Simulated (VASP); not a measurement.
# Al16CN15 (a cell with a defect): single point with PBE

Al16CN15 (a cell with a defect):

```
Al N C
1.0
     6.25951    0.00000    0.00000
    -3.12976    5.42090    0.00000
     0.00000    0.00000   10.03481
Al N C
16 15 1
Cartesian
  1.5501 0.9062 2.5323
  0.0108 1.8053 5.0137
  1.5713 0.9036 7.5400
  -0.0056 1.8105 10.0450
  -0.0249 3.6162 2.5163
  -1.5237 4.5399 5.0480
  0.0147 3.6018 7.5257
  -1.5774 4.5210 10.0226
  4.6778 0.9194 2.5134
  3.1388 1.7687 5.0376
  4.7151 0.8978 7.5258
  3.1207 1.8107 10.0239
  3.0725 3.6315 2.4608
  1.5325 4.5441 4.9780
  3.1496 3.6054 7.5055
  1.5519 4.5256 10.0217
  1.5642 0.9097 4.4272
  -0.0022 1.8057 1.9119
  1.5430 0.9143 9.4407
  0.0227 1.7957 6.9232
  -0.0083 3.6207 4.4116
  -1.5789 4.5138 1.9058
  -0.0166 3.6217 9.4316
  -1.5249 4.5180 6.9592
  4.6895 0.9150 4.4085
  3.1171 1.8051 1.8993
  4.6819 0.9160 9.4300
  3.1534 1.7790 6.9538
  1.5327 4.5328 1.8848
  3.1075 3.6247 9.4259
  1.5926 4.5015 6.9102
  3.1543 3.6099 4.4675
```

```yaml
Program: VASP 6.6.1
Task: single point
Functional: PBE
Potentials_or_basis: VASP PAW PBE potentials, release 64 (Al, N, C)
Cutoff: 520 eV
k_mesh: 1 × 1 × 1
Occupations: fermi-dirac, width 0.01 eV
Spin: collinear spin
Fixed_moment: 1 μB
```

```
Pressure                                              : 3.0 GPa
Largest force                                         : 1.080 eV/Å
Net moment                                            : 1.00 μB per cell
Site moments                                          : Al -0.00, +0.00, +0.01, -0.01, +0.04 (each value once); N +0.02, +0.00, +0.10, +0.01, +0.04 (each value once); C +0.31 μB
Valence electrons inside the program's atomic spheres : Al 0.78, 0.77, 0.79, 0.81, 0.82 (each value once); N 3.89, 3.88, 3.86, 3.87 (each value once); C 2.50
```

Forces on the atoms (eV/Å):
```
Al   0.230 -0.111 -0.838
Al  -0.117 -0.198 -0.137
Al   0.316 -0.140 -0.309
Al  -0.112  0.089 -0.523
Al   0.015  0.019 -1.080
Al  -0.537  0.740  0.474
Al   0.137  0.120 -0.191
Al  -0.021  0.088 -0.352
Al  -0.060 -0.010 -0.815
Al  -0.200  0.273 -0.037
Al  -0.096 -0.132 -0.300
Al  -0.135 -0.022 -0.337
Al   0.403 -0.350 -0.119
Al   0.239  0.688  0.623
Al   0.083 -0.113 -0.582
Al  -0.199  0.093 -0.456
N    0.194 -0.148  0.372
N   -0.147  0.119  0.730
N    0.099 -0.065  0.423
N   -0.208  0.158  0.182
N    0.208 -0.329  0.227
N   -0.069  0.111  0.380
N    0.190 -0.204  0.430
N    0.041  0.142  0.325
N    0.219 -0.216  0.321
N   -0.119 -0.011  0.215
N    0.276 -0.108  0.427
N   -0.177 -0.077  0.425
N   -0.321  0.133  0.501
N    0.184 -0.092  0.394
N   -0.405  0.159  0.215
C    0.087 -0.605 -0.590
```

Stress tensor (GPa, compression positive):
```
 6.19 -0.50  0.80
-0.50  7.60  0.17
 0.80  0.17 -4.84
```

It took 2.7 min on 1 thread of Intel(R) Xeon(R) Platinum 8488C (Sapphire Rapids), with other jobs on the host, peak memory 0.57 GiB.

Caveat: the k points lie up to 1.16 Å⁻¹ apart, too coarse for converged energies, forces and pressures; the total moment is fixed, so each spin has its own Fermi level and the state may be an excited one.
